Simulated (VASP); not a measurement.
# Bi2Te2O3 (P6/mmm) in VASP: notebook, part 2 of 2

VASP 6.6.1. Earlier steps stand in the parts before.

## 3. Relaxation of cell and atoms, PBE

This run uses another cell than the first one, of 27.42 Å³/atom.

The input, INCAR:

```
SYSTEM = Bi2Te2O3
PREC = Accurate
ENCUT = 600
EDIFF = 1E-6
ISMEAR = 0
SIGMA = 0.15
LREAL = .False.
LASPH = .True.
NELM = 100
ALGO = Normal
ISIF = 3
LWAVE = .False.
LCHARG = .False.
GGA = PE
IBRION = 2
NSW = 36
EDIFFG = -0.08
```

The input, KPOINTS:

```
regular mesh
0
Gamma
  3 3 2
  0 0 0
```

The input, POSCAR:

```
Bi2Te2O3
1.0
    4.6459880700      0.0000000000      0.0000000000
   -2.3229940300      4.0235436900      0.0000000000
    0.0000000000      0.0000000000     10.2688807600
Bi Te O
2 2 3
Direct
    0.0000000000      0.0000000000      0.0000000000
    0.0000000000      0.0000000000      0.5000000000
    0.0000000000      0.0000000000      0.7652285500
    0.0000000000      0.0000000000      0.2347714500
    0.5000000000      0.0000000000      0.0000000000
    0.0000000000      0.5000000000      0.0000000000
    0.5000000000      0.5000000000      0.0000000000
```

Potentials or basis: VASP PAW PBE potentials, release 64 (Bi_d, Te, O).

Launch:

```bash
> cat potpaw_PBE.64/Bi_d/POTCAR potpaw_PBE.64/Te/POTCAR potpaw_PBE.64/O/POTCAR > POTCAR
> mpirun -np 1 vasp_std > vasp.out
```

OUTCAR:

```text
SYSTEM = Bi2Te2O3
   PREC = Accurate
   ENCUT = 600
   EDIFF = 1E-6
   ISMEAR = 0
   LREAL = .False.
   LASPH = .True.
   NELM = 100
   ISIF = 3
   GGA = PE
   IBRION = 2
   NSW = 36
   EDIFFG = -0.08

 ion  position               nearest neighbor table
   1  0.000  0.000  0.000-   6 2.32   6 2.32   7 2.32   7 2.32   5 2.32   5 2.32   3 2.41   4 2.41

   2  0.000  0.000  0.500-   3 2.72   4 2.72
   3  0.000  0.000  0.765-   1 2.41   2 2.72
   4  0.000  0.000  0.235-   1 2.41   2 2.72
   5  0.500  0.000  0.000-   1 2.32   1 2.32
   6  0.000  0.500  0.000-   1 2.32   1 2.32
   7  0.500  0.500  0.000-   1 2.32   1 2.32

  LATTYP: Found a hexagonal cell.
 ALAT       =     4.6459880700
 C/A-ratio  =     2.2102684306

  Lattice vectors:

 A1 = (   4.6459880700,   0.0000000000,   0.0000000000)
 A2 = (  -2.3229940300,   4.0235436900,   0.0000000000)
 A3 = (   0.0000000000,   0.0000000000,  10.2688807600)

Analysis of symmetry for initial positions (statically):
=====================================================================
 Subroutine PRICEL returns:
 Original cell was already a primitive cell.

 Routine SETGRP: Setting up the symmetry group for a
 hexagonal supercell.

 Subroutine GETGRP returns: Found 24 space group operations
 (whereof 24 operations were pure point group operations)
 out of a pool of 24 trial point group operations.

The static configuration has the point symmetry D_6h.

Analysis of symmetry for dynamics (positions and initial velocities):
=====================================================================
 Subroutine PRICEL returns:
 Original cell was already a primitive cell.

 Routine SETGRP: Setting up the symmetry group for a
 hexagonal supercell.

 Subroutine GETGRP returns: Found 24 space group operations
 (whereof 24 operations were pure point group operations)
 out of a pool of 24 trial point group operations.

The dynamic configuration has the point symmetry D_6h.

 Subroutine INISYM returns: Found 24 space group operations
 (whereof 24 operations are pure point group operations),
[... 111 lines left out ...]
   LORBIT       =      0    0 simple, 1 ext, 2 COOP (PROOUT), +10 PAW based schemes
   GGA     = PE    functional components
   LHFCALC =     F    Hartree Fock is set to
   AEXX    =    0.0000 exact exchange contribution
   IVDW    =     0    specifies the selected vdW correction
   LEPSILON=     F    determine dielectric tensor
   LRPA    =     F    only Hartree local field effects (RPA)
 conjugate gradient relaxation of ions
 non-spin polarized calculation
 Gauss-broadening in eV      SIGMA  =   0.15
  energy-cutoff  :      600.00
  volume of cell :      191.96
 maximum number of plane-waves:      6449
 NGX is ok and might be reduce to    40
   NGX = 19   NGY = 19   NGZ = 41

--------------------------------------- Ionic step        1  -------------------------------------------

 number of electron      59.9999986 magnetization

 Free energy of the ion-electron system (eV)
  ---------------------------------------------------
  ext. energy  EPLUGINS =         0.00000000
  ---------------------------------------------------
  free energy    TOTEN  =       -21.87278835 eV

  energy without entropy =      -21.79676487  energy(sigma->0) =      -21.83477661

------------------------ aborting loop because EDIFF is reached ----------------------------------------

  FORCE on cell =-STRESS in cart. coord.  units (eV):
  Direction    XX          YY          ZZ          XY          YZ          ZX
  --------------------------------------------------------------------------------------
  -------------------------------------------------------------------------------------
  Total        0.0857133      0.0857133     39.2699032      0.0000000     -0.0000000     -0.0000000
  in kB        0.7154001      0.7154001    327.7634262      0.0000000     -0.0000000     -0.0000000
  external PRESSURE =     109.7314088 kB  Pullay stress =       0.0000000 kB
[... 104 lines left out ...]
  FREE ENERGIE OF THE ION-ELECTRON SYSTEM (eV)
  ---------------------------------------------------
  free  energy   TOTEN  =       -24.9354174232 eV

  energy  without entropy=      -24.8190082080  energy(sigma->0) =      -24.87721282

[... ionic steps 4 to 7 ...]

--------------------------------------- Ionic step        8  -------------------------------------------

 number of electron      59.9999981 magnetization

------------------------ aborting loop because EDIFF is reached ----------------------------------------
[... 77 lines left out ...]
--------------------------------------- Ionic step       10  -------------------------------------------

 number of electron      59.9999997 magnetization

 Free energy of the ion-electron system (eV)
  ---------------------------------------------------
  ext. energy  EPLUGINS =         0.00000000
  ---------------------------------------------------
  free energy    TOTEN  =       -25.09369359 eV

  energy without entropy =      -25.01507792  energy(sigma->0) =      -25.05438576

 E-fermi :   2.2230     XC(G=0):  -8.0261

 val. band max:        2.1673074751   @ k =   0.0000   0.0000   0.5000
 cond. band min:       2.2659121794   @ k =   0.3333   0.0000   0.5000
 fundamental gap:      0.0986047043
 Fermi energy:         2.2229865781

 k-point     1 :       0.0000    0.0000    0.0000
  band No.  band energies     occupation
      1     -20.8908      2.00000
      2     -20.8707      2.00000
      3     -20.8707      2.00000
      4     -20.7939      2.00000
      5     -20.7939      2.00000
      6     -20.2488      2.00000
[... 257 lines left out ...]
  FREE ENERGIE OF THE ION-ELECTRON SYSTEM (eV)
  ---------------------------------------------------
  free  energy   TOTEN  =       -25.0936935947 eV

  energy  without entropy=      -25.0150779185  energy(sigma->0) =      -25.05438576

 reached required accuracy - stopping structural energy minimisation
```

It took 11 min on 1 thread of AMD EPYC 7R43 (Zen 3), shared host; peak memory 0.35 GiB.

Results:

```yaml
Free_energy: -25.0937 eV
Relaxed_volume: 30.99 Å³/atom
Relaxed_cell: a = 4.634 Å, b = 4.634 Å, c = 11.666 Å, α = 90.00°, β = 90.00°, γ = 120.00°
Space_group_after_relaxing_to_0.1_Å: P6/mmm (No. 191)
Energy_gained_by_relaxing: 460.1 meV/atom
Ionic_steps: 10
Pressure_after_relaxing: -0.1 GPa
Largest_force_after_relaxing: 0.050 eV/Å
Band_gap_on_the_k_mesh: zero (bands 30 and 31 overlap by 0.15 eV)
```

Forces in eV/Å, atoms in the order of the input:
```
Bi   0.000  0.000  0.000
Bi   0.000  0.000  0.000
Te   0.000  0.000 -0.050
Te   0.000  0.000  0.050
O    0.000  0.000  0.000
O    0.000  0.000  0.000
O    0.000  0.000  0.000
```

Step by step:
```
step  energy change (eV)  largest force (eV/Å)  pressure (GPa)  volume (Å³)
   1              0.0000                6.7825           10.97       191.96
   2             -2.5335                0.7040           -3.84       244.20
   3             -3.0626                1.0463           -1.46       220.02
   4             -3.0628                1.0679           -1.40       219.46
   5             -3.0618                1.0974           -1.29       218.78
   6             -3.1729                0.5975            0.28       212.16
   7             -3.1814                0.3666            0.95       209.81
   8             -3.2125                0.1222            0.52       213.05
   9             -3.2201                0.0734            0.20       215.78
  10             -3.2209                0.0503           -0.13       216.96
```

Final structure:
```
CELL_PARAMETERS angstrom
4.63401 0.00000 0.00000
-2.31700 4.01317 0.00000
0.00000 0.00000 11.66633
ATOMIC_POSITIONS crystal
Bi 0.00000 0.00000 0.00000
Bi 0.00000 0.00000 0.50000
Te 0.00000 0.00000 0.73496
Te 0.00000 0.00000 0.26504
O 0.50000 0.00000 0.00000
O 0.00000 0.50000 0.00000
O 0.50000 0.50000 0.00000
```

Caveat: the k points lie up to 0.52 Å⁻¹ apart in the final cell; spin-orbit coupling is left out, which moves the levels of the heavy elements; the relaxation stopped at a loose force limit of 0.08 eV/Å, so its end isn't a converged minimum.
